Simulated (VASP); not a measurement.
The system is LiBr.

```xyz
2
Lattice="0.0000 2.7396 2.7396 2.7396 0.0000 2.7396 2.7396 2.7396 0.0000" Properties=species:S:1:pos:R:3 pbc="T T T"
Li    0.0000    0.0000    0.0000
Br    2.7396    2.7396    2.7396
```

Base run:

* Program: VASP 6.6.1
* Functional: PBE
* Potentials or basis: VASP PAW PBE potentials, release 64 (Li_sv, Br)
* Cutoff: 750 eV
* k mesh: 6 × 6 × 6
* Occupations: gaussian, width 0.01 eV
* Spin: no spin polarisation

Its results: band gap on the k mesh 4.99 eV; pressure 0.4 GPa.

Task: The run is repeated on the same cell with these changes: functional from PBE to PBE0; cutoff from 750 eV to 650 eV. What comes out?

Result: Band gap on the k mesh 6.91 eV; pressure -0.3 GPa.

Caveats: the PAW data sets were made with another functional, which shifts forces and pressure a little (at least some runs).

